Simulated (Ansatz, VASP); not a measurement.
**Two plane-wave programs on Ir**

```
CELL_PARAMETERS angstrom
0.00000 2.01906 2.01906
1.84629 0.00000 2.01906
1.84629 2.01906 0.00000
ATOMIC_POSITIONS crystal
Ir 0.00000 0.00000 0.00000
```

Alike in both runs: task single point; functional PBE; k mesh 16 × 16 × 16; occupations gaussian, width 0.1 eV; no spin polarisation.

```csv
,VASP,Ansatz
version,VASP 6.6.1,Ansatz 0.2.0
potentials or method,"VASP PAW PBE potentials, release 64 (Ir), cutoff 520 eV","scalar-relativistic, plane waves, PAW"
valence electrons in the cell,9,17
```

Ansatz gave:

* gap on the k mesh at the Fermi level (eV): none
* pressure (GPa): -10.2
* traceless stress, the component that is largest in VASP (GPa): 16.95

Problem. What did VASP give for the same quantities?

Solution. gap on the k mesh at the Fermi level (eV): none; pressure (GPa): -9.8; traceless stress, the component that is largest in VASP (GPa): 16.81.

A gap of «none» marks a metal or a gap that the smearing closes. VASP's potentials hold 9 valence electrons a cell and Ansatz's 17, so a difference there can come from the potentials and not from the codes.

Spin-orbit coupling is off throughout.
